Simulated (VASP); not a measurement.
Wanted: the native input for a VASP 6.6.1 run.

| Property | Result |
| --- | --- |
| Task | relaxation of cell and atoms |
| Functional | PBEsol |
| Potentials or basis | VASP PAW PBE potentials, release 64 (In_d) |
| Cutoff | 600 eV |
| k mesh | 13 × 13 × 13 |
| Occupations | gaussian, width 0.1 eV |
| Spin | no spin polarisation |
| Target pressure | 10 GPa |
| Dipole correction | no |
| Further INCAR settings | ALGO = Normal; EDIFF = 1e-06; IBRION = 2; EDIFFG = -0.03; NSW = 80; ISIF = 3 |

The structure of In lies in POSCAR:

```
In
1.0
    3.0600000000      0.0000000000      0.0000000000
    0.0000000000      3.0600000000      0.0000000000
    0.0000000000      0.0000000000      3.0600000000
In
1
Direct
    0.0000000000      0.0000000000      0.0000000000
```

These files were run (other wordings do the same):

INCAR

```
  ALGO = Normal
  EDIFF = 1E-6
  EDIFFG = -0.03
  ENCUT = 600
  GGA = PS
  IBRION = 2
  ISIF = 3
  ISMEAR = 0
  LASPH = True
  LCHARG = False
  LREAL = False
  LWAVE = False
  NELM = 60
  NSW = 80
  PREC = Accurate
  PSTRESS = 100.0
  SIGMA = 0.1
```

KPOINTS

```
k-points
0
Gamma
  13 13 13
```

Potentials or basis: VASP PAW PBE potentials, release 64 (In_d).

The run is started by

```sh
$ cat potpaw_PBE.64/In_d/POTCAR > POTCAR
$ mpirun -np 1 vasp_std > vasp.out
```

It gave:

```json
{
  "Relaxed volume": "23.24 Å³/atom",
  "Relaxed cell": "a = 2.854 Å, b = 2.854 Å, c = 2.854 Å, α = 90.00°, β = 90.00°, γ = 90.00°",
  "Space group after relaxing (to 0.05 Å)": "Pm-3m (No. 221)",
  "Energy change on relaxing (the enthalpy is what falls)": "+97.7 meV/atom",
  "Ionic steps": "3",
  "Pressure after relaxing": "9.8 GPa"
}
```

Caveat: the cell is relaxed towards a set pressure, so the enthalpy falls and the energy may rise; the volume moved by over 15 % at a fixed basis, so the end points are rough; the PAW data sets were made with another functional, which shifts forces and pressure a little.

Run time: 50 s on 1 thread of AMD EPYC 9R45 (Zen 5), with other jobs on the host, peak memory 0.13 GiB.
